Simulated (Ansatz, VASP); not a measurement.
## One calculation of TiN, two programs

```
Ti N
1.0
     0.00000    2.07868    2.07868
     2.07868    0.00000    2.07868
     2.07868    2.07868    0.00000
Ti N
1 1
Direct
  0.00000 0.00000 0.00000
  0.50000 0.50000 0.50000
```

Change from the starting cell: volume scaled by 0.94.

Alike in both runs: task single point; functional PBEsol; k mesh 17 × 17 × 17; occupations fermi-dirac, width 0.05 eV; no spin polarisation.

|  | VASP | Ansatz |
| --- | --- | --- |
| version | VASP 6.6.1 | Ansatz 0.2.0 |
| potentials or method | VASP PAW PBE potentials, release 64 (Ti_sv, N), cutoff 520 eV | all-electron LAPW, scalar-relativistic |

|  | VASP | Ansatz | Ansatz less VASP |
| --- | --- | --- | --- |
| pressure (GPa) | 11.3 | 10.8 | -0.49 |

VASP's potentials were made for PBE, not for PBEsol. Ansatz ran all-electron here, and VASP with PAW potentials.
